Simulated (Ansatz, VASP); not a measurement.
## Two plane-wave programs on Tl3Sb2Mo

```
CELL_PARAMETERS angstrom
3.24867 1.87562 5.08352
-3.24867 1.87562 5.08352
0.00000 -3.75124 5.08352
ATOMIC_POSITIONS crystal
Tl 0.50000 0.50000 0.00000
Tl 0.00000 0.50000 0.50000
Tl 0.50000 0.00000 0.50000
Sb 0.82096 0.82096 0.82096
Sb 0.17904 0.17904 0.17904
Mo 0.00000 0.00000 0.00000
```

Alike in both runs: task single point; functional PBE; k mesh 3 × 3 × 3; occupations gaussian, width 0.1 eV; no spin polarisation.

|  | VASP | Ansatz |
| --- | --- | --- |
| version | VASP 6.6.1 | Ansatz 0.2.0 |
| potentials or method | VASP PAW PBE potentials, release 64 (Tl_d, Sb, Mo_sv), cutoff 520 eV | scalar-relativistic, plane waves, PAW |
| valence electrons in the cell | 63 | 83 |

```tsv
	VASP	Ansatz	Ansatz less VASP
gap on the k mesh at the Fermi level (eV)	none	none	-
pressure (GPa)	-0.4	-0.3	+0.06
traceless stress, the component that is largest in VASP (GPa)	1.01	1.06	+0.048
rms of the force components (eV/Å)	0.690	0.688	-0.0017
```

Atom by atom the forces differ by 0.002 eV/Å (rms over components). A gap of «none» marks a metal or a gap that the smearing closes. VASP's potentials hold 63 valence electrons a cell and Ansatz's 83, so a difference there can come from the potentials and not from the codes.

The k mesh is coarse, so the values compare programs but aren't converged. Spin-orbit coupling is off throughout.
